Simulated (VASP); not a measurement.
Slab: PbSe, a slab with vacuum.

```xyz
4
Lattice="4.5015 0.0000 0.0000 -0.0105 4.5015 0.0000 -2.2455 -2.2507 12.2362" Properties=species:S:1:pos:R:3 pbc="T T T"
Pb    2.2348    2.2421    7.5674
Pb   -0.0259    0.0388    4.6788
Se   -0.1093    0.0520    7.6255
Se    2.2241    2.2999    4.6248
```

Base run:

| Property | Result |
| --- | --- |
| Program | VASP 6.6.1 |
| Functional | LDA |
| Potentials or basis | VASP PAW LDA potentials, release 64 (Pb_d, Se) |
| Cutoff | 520 eV |
| k mesh | 6 × 6 × 3 |
| Occupations | fermi-dirac, width 0.05 eV |
| Spin | no spin polarisation |

Its results: band gap on the k mesh 1.45 eV, direct; largest force 0.785 eV/Å.

Question: The run is repeated on the same cell with these changes: functional from LDA to PBEsol; potentials or basis from VASP PAW LDA potentials, release 64 (Pb_d, Se) to VASP PAW PBE potentials, release 64 (Pb_d, Se). What comes out?

Answer: Band gap on the k mesh 1.51 eV, direct; largest force 0.691 eV/Å.

Caveats: spin-orbit coupling is left out, which moves the levels of the heavy elements; the PAW data sets were made with another functional, which shifts forces and pressure a little (some runs).

A k mesh can miss the band edges.
